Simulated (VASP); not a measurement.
# CdS (P6_3mc) in VASP: notebook, part 2 of 2

VASP 6.6.1. Earlier steps stand in the parts before.

**3. Single point, r2SCAN (strain -0.050 along x and y, +0.025 along z)**

File POSCAR:

```
CdS
1.0
    3.9280592432      0.0000000000      0.0000000000
   -1.9640296216      3.4017990922      0.0000000000
    0.0000000000      0.0000000000      6.9177250000
Cd S
2 2
Direct
    0.3333333333      0.6666666667      0.0000000000
    0.6666666667      0.3333333333      0.5000000000
    0.3333333333      0.6666666667      0.3850000000
    0.6666666667      0.3333333333      0.8850000000
```

File INCAR.step1:

```
SYSTEM = CdS
PREC = Accurate
ENCUT = 520
ISMEAR = 0
SIGMA = 0.05
LREAL = .FALSE.
LASPH = .TRUE.
NELM = 60
NBANDS = 26
GGA = PE
ALGO = Normal
EDIFF = 1E-4
LWAVE = .TRUE.
LCHARG = .FALSE.
```

File INCAR.step2:

```
SYSTEM = CdS
PREC = Accurate
ENCUT = 520
EDIFF = 1E-7
ISMEAR = 0
SIGMA = 0.05
LREAL = .FALSE.
LASPH = .TRUE.
NELM = 60
ALGO = Normal
ISIF = 2
LWAVE = .FALSE.
LCHARG = .FALSE.
METAGGA = R2SCAN
LMIXTAU = .TRUE.
NBANDS = 26
ISTART = 1
```

File KPOINTS:

```
Automatic mesh
0
G
  12 12 4
  0 0 0
```

Potentials or basis: VASP PAW PBE potentials, release 64 (Cd, S).

Started as:

```sh
$ cat potpaw_PBE.64/Cd/POTCAR potpaw_PBE.64/S/POTCAR > POTCAR
$ cp INCAR.step1 INCAR
$ mpirun -np 1 vasp_std > vasp.out
$ cp INCAR.step2 INCAR
$ mpirun -np 1 vasp_std > vasp.out
```

OUTCAR:

```text
SYSTEM = CdS
   PREC = Accurate
   ENCUT = 520
   EDIFF = 1E-7
   ISMEAR = 0
   LREAL = .FALSE.
   LASPH = .TRUE.
   NELM = 60
   ISIF = 2
   METAGGA = R2SCAN
   ISTART = 1

 ion  position               nearest neighbor table
   1  0.333  0.667  0.000-   4 2.40   4 2.40   4 2.40   3 2.66
   2  0.667  0.333  0.500-   3 2.40   3 2.40   3 2.40   4 2.66
   3  0.333  0.667  0.385-   2 2.40   2 2.40   2 2.40   1 2.66
   4  0.667  0.333  0.885-   1 2.40   1 2.40   1 2.40   2 2.66

  LATTYP: Found a hexagonal cell.
 ALAT       =     3.9280592432
 C/A-ratio  =     1.7611050577

  Lattice vectors:

 A1 = (   3.9280592432,   0.0000000000,   0.0000000000)
 A2 = (  -1.9640296216,   3.4017990922,   0.0000000000)
 A3 = (   0.0000000000,   0.0000000000,   6.9177250000)

Analysis of symmetry for initial positions (statically):
=====================================================================
 Subroutine PRICEL returns:
 Original cell was already a primitive cell.

 Routine SETGRP: Setting up the symmetry group for a
 hexagonal supercell.

 Subroutine GETGRP returns: Found 12 space group operations
 (whereof  6 operations were pure point group operations)
 out of a pool of 24 trial point group operations.

The static configuration has the point symmetry C_3v.
 The point group associated with its full space group is C_6v.

Analysis of symmetry for dynamics (positions and initial velocities):
=====================================================================
 Subroutine PRICEL returns:
 Original cell was already a primitive cell.

 Routine SETGRP: Setting up the symmetry group for a
 hexagonal supercell.

 Subroutine GETGRP returns: Found 12 space group operations
 (whereof  6 operations were pure point group operations)
 out of a pool of 24 trial point group operations.

The dynamic configuration has the point symmetry C_3v.
 The point group associated with its full space group is C_6v.

 Subroutine INISYM returns: Found 12 space group operations
 (whereof  6 operations are pure point group operations),
 and found     1 'primitive' translations

----------------------------------------------------------------------------------------

                                     Primitive cell

  volume of cell :      92.4379

  direct lattice vectors                    reciprocal lattice vectors
     3.928059243  0.000000000  0.000000000     0.254578645  0.146981049  0.000000000
    -1.964029622  3.401799092  0.000000000     0.000000000  0.293962099  0.000000000
     0.000000000  0.000000000  6.917725000     0.000000000  0.000000000  0.144556194

  length of vectors
     3.928059243  3.928059243  6.917725000     0.293962099  0.293962099  0.144556194

  position of ions in fractional coordinates (direct lattice)
     0.333333333  0.666666667  0.000000000
     0.666666667  0.333333333  0.500000000
     0.333333333  0.666666667  0.385000000
     0.666666667  0.333333333  0.885000000

  ion indices of the primitive-cell ions
   primitive index   ion index
                 1           1
                 2           2
                 3           3
                 4           4

----------------------------------------------------------------------------------------

 KPOINTS: Automatic mesh

Automatic generation of k-mesh.
[... 23 lines left out ...]
  0.000000  0.000000  0.000000      1.000000
  0.083333  0.000000  0.000000      6.000000
  0.166667  0.000000  0.000000      6.000000
  0.250000  0.000000  0.000000      6.000000
  0.333333  0.000000  0.000000      6.000000
  0.416667  0.000000  0.000000      6.000000
[... 16 lines left out ...]
  0.250000  0.000000  0.250000     12.000000
  0.333333  0.000000  0.250000     12.000000
 [... further k-points ...]
   k-points           NKPTS =     57   k-points in BZ     NKDIM =     57   number of bands    NBANDS=     26
   number of dos      NEDOS =    301   number of ions     NIONS =      4
   total plane-waves  NPLWV =  48600
   dimension x,y,z NGX =    30 NGY =   30 NGZ =   54
   dimension x,y,z NGXF=    60 NGYF=   60 NGZF=  108
   ions per type =               2   2
   NGX,Y,Z   is equivalent  to a cutoff of  12.70, 12.70, 12.98 a.u.
   NGXF,Y,Z  is equivalent  to a cutoff of  25.39, 25.39, 25.95 a.u.
 SYSTEM =  CdS
   PREC   = accura    normal or accurate (medium, high low for compatibility)
   ISTART =      1    job   : 0-new  1-cont  2-samecut
   ICHARG =      0    charge: 1-file 2-atom 10-const
   ISPIN  =      1    spin polarized calculation?
   LNONCOLLINEAR =      F non collinear calculations
   LSORBIT =      F    spin-orbit coupling
   LASPH  =      T    aspherical Exc in radial PAW
   ENCUT  =  520.0 eV  38.22 Ry    6.18 a.u.   7.30  7.30 12.86*2*pi/ulx,y,z
   NELM   =     60;   NELMIN=  2; NELMDL=  0     # of ELM steps
   EDIFF  = 0.1E-06   stopping-criterion for ELM
   LREAL  =      F    real-space projection
   EDIFFG = 0.1E-05   stopping-criterion for IOM
   NSW    =      0    number of steps for IOM
   IBRION =     -1    ionic relax: 0-MD 1-quasi-New 2-CG
   NFREE  =      0    steps in history (QN), initial steepest desc. (CG)
   ISIF   =      2    stress and relaxation
   ISYM   =      2    0-nonsym 1-usesym 2-fastsym
   POTIM  = 0.5000    time-step for ionic-motion
   TEBEG  =    0.0;   TEEND  =   0.0 temperature during run
   PSTRESS=    0.0 pullay stress
   NELECT =      36.0000    total number of electrons
   NUPDOWN=      -1.0000    fix difference up-down
   EMIN   =  10.00;   EMAX   =-10.00  energy-range for DOS
   EFERMI =   0.00;   METHOD = LEGACY
   ISMEAR =     0;   SIGMA  =   0.05  broadening in eV -4-tet -1-fermi 0-gaus
   EFERMI_NEDOS =   21; number of points for ismear=-14 and -15
   IALGO  =     38    algorithm
   IMIX   =      4    mixing-type and parameters
     AMIX     =   0.40;   BMIX     =  1.00
     AMIX_MAG =   1.60;   BMIX_MAG =  1.00
  volume/ion in A,a.u.               =      23.11       155.95
  Fermi-wavevector in a.u.,A,eV,Ry     =   1.195526  2.259216 19.446566  1.429282
  Thomas-Fermi vector in A             =   2.331489
   LORBIT       =      0    0 simple, 1 ext, 2 COOP (PROOUT), +10 PAW based schemes
   METAGGA = R2SCAN    functional components
   LHFCALC =     F    Hartree Fock is set to
   AEXX    =    0.0000 exact exchange contribution
   IVDW    =     0    specifies the selected vdW correction
   LEPSILON=     F    determine dielectric tensor
   LRPA    =     F    only Hartree local field effects (RPA)
 non-spin polarized calculation
 Gauss-broadening in eV      SIGMA  =   0.05
  energy-cutoff  :      520.00
  volume of cell :       92.44
 maximum number of plane-waves:      2527
 NGX is ok and might be reduce to    30
   NGX = 15   NGY = 15   NGZ = 25

 number of electron      35.9999988 magnetization

 Free energy of the ion-electron system (eV)
  ---------------------------------------------------
  ext. energy  EPLUGINS =         0.00000000
  ---------------------------------------------------
  free energy    TOTEN  =       -58.90258390 eV

  energy without entropy =      -58.90258390  energy(sigma->0) =      -58.90258390

 E-fermi :   2.0516     XC(G=0): -10.0793

 val. band max:        1.8193361839   @ k =   0.0000   0.0000   0.0000
 cond. band min:       3.5101061781   @ k =   0.0000   0.0000   0.0000
 fundamental gap:      1.6907699943
 Fermi energy:         2.0516254195

 k-point     1 :       0.0000    0.0000    0.0000
  band No.  band energies     occupation
      1     -11.7258      2.00000
      2     -11.3221      2.00000
      3      -6.6680      2.00000
      4      -6.6680      2.00000
      5      -6.6005      2.00000
      6      -6.6005      2.00000
[... 685 lines left out ...]
     25      10.1491      0.00000
     26      11.8360      0.00000

 [... further k-points ...]

------------------------ aborting loop because EDIFF is reached ----------------------------------------

  FORCE on cell =-STRESS in cart. coord.  units (eV):
  Direction    XX          YY          ZZ          XY          YZ          ZX
  --------------------------------------------------------------------------------------
  -------------------------------------------------------------------------------------
  Total        7.7464605      7.7464605      0.2483419      0.0000000      0.0000000      0.0000000
  in kB      134.2653383    134.2653383      4.3043800      0.0000000      0.0000000      0.0000000
  external PRESSURE =      90.9450189 kB  Pullay stress =       0.0000000 kB

 VOLUME and BASIS-vectors are now :
 -----------------------------------------------------------------------------
  energy-cutoff  :      520.00
  volume of cell :       92.44
      direct lattice vectors                 reciprocal lattice vectors
     3.928059243  0.000000000  0.000000000     0.254578645  0.146981049  0.000000000
    -1.964029622  3.401799092  0.000000000     0.000000000  0.293962099  0.000000000
     0.000000000  0.000000000  6.917725000     0.000000000  0.000000000  0.144556194

 POSITION                                       TOTAL-FORCE (eV/Angst)
 -----------------------------------------------------------------------------------
     -0.00000      2.26787      0.00000         0.000000      0.000000      0.993428
      1.96403      1.13393      3.45886        -0.000000      0.000000      0.993428
     -0.00000      2.26787      2.66332        -0.000000      0.000000     -0.993428
      1.96403      1.13393      6.12219         0.000000     -0.000000     -0.993428
 -----------------------------------------------------------------------------------
    total drift:                               -0.000000      0.000000     -0.003736

  FREE ENERGIE OF THE ION-ELECTRON SYSTEM (eV)
  ---------------------------------------------------
  free  energy   TOTEN  =       -58.9025839034 eV

  energy  without entropy=      -58.9025839034  energy(sigma->0) =      -58.90258390
```

It took 6.5 min on 1 thread of Intel Xeon Platinum 8488C (Sapphire Rapids), shared host; peak memory 0.29 GiB.

Results:

- Free energy: -58.9026 eV
- Pressure: 9.1 GPa
- Largest force: 0.993 eV/Å
- Band gap on the k mesh: 1.69 eV

Forces on the atoms (eV/Å):
```
Cd   0.000  0.000  0.993
Cd   0.000  0.000  0.993
S    0.000  0.000 -0.993
S    0.000  0.000 -0.993
```

Stress tensor (GPa, compression positive):
```
13.43  0.00  0.00
 0.00 13.43  0.00
 0.00  0.00  0.43
```

Levels at points of the mesh, in eV from the valence-band top:
| k point | band 16 | band 17 | band 18 | band 19 | band 20 | band 21 |
| --- | --- | --- | --- | --- | --- | --- |
| (0.00, 0.00, 0.00) | -0.41 | 0.00 | 0.00 | 1.69 | 3.61 | 6.49 |
| (0.50, 0.00, 0.00) | -2.09 | -1.58 | -1.13 | 4.07 | 4.42 | 5.04 |
| (0.00, 0.00, 0.50) | -0.33 | -0.33 | -0.33 | 3.49 | 3.49 | 6.26 |
| (0.50, 0.00, 0.50) | -1.80 | -1.63 | -1.63 | 3.68 | 3.68 | 5.58 |

Caveat: the cell differs from its parent crystal (strain -0.050 along x and y, +0.025 along z); the cell stands under pressure; the PAW data sets were made with another functional, which shifts forces and pressure a little. A k mesh can miss the band edges.
